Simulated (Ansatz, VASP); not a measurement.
**BaTiO3: VASP beside Ansatz**

```
Ba Ti O
1.0
     3.98545    0.00000    0.00000
     0.00000    3.98545    0.00000
     0.00000    0.00000    4.01146
Ba Ti O
1 1 3
Direct
  0.50000 0.50000 0.58009
  0.00000 0.00000 0.09410
  0.00000 0.50000 0.06474
  0.50000 0.00000 0.06474
  0.00000 0.00000 0.55633
```

Alike in both runs: task single point; functional PBE; k mesh 8 × 8 × 6; occupations gaussian, width 0.02 eV; no spin polarisation.

|  | VASP | Ansatz |
| --- | --- | --- |
| version | VASP 6.6.1 | Ansatz 0.2.0 |
| potentials or method | VASP PAW PBE potentials, release 64 (Ba_sv, Ti_sv, O), cutoff 520 eV | scalar-relativistic, plane waves, PAW |
| valence electrons in the cell | 40 | 40 |

|  | VASP | Ansatz | Ansatz less VASP |
| --- | --- | --- | --- |
| gap on the k mesh at the Fermi level (eV) | 1.80 | 1.87 | +0.067 |
| least direct gap on the mesh (eV) | 2.14 | 2.17 | +0.029 |
| pressure (GPa) | 6.4 | 4.6 | -1.85 |
| traceless stress, the component that is largest in VASP (GPa) | 1.24 | 1.18 | -0.061 |
| rms of the force components (eV/Å) | 0.021 | 0.000 | -0.0206 |

Atom by atom the forces differ by 0.021 eV/Å (rms over components). With one functional, cell and mesh, what is left measures potentials, basis and numerics.

Spin-orbit coupling is off throughout.
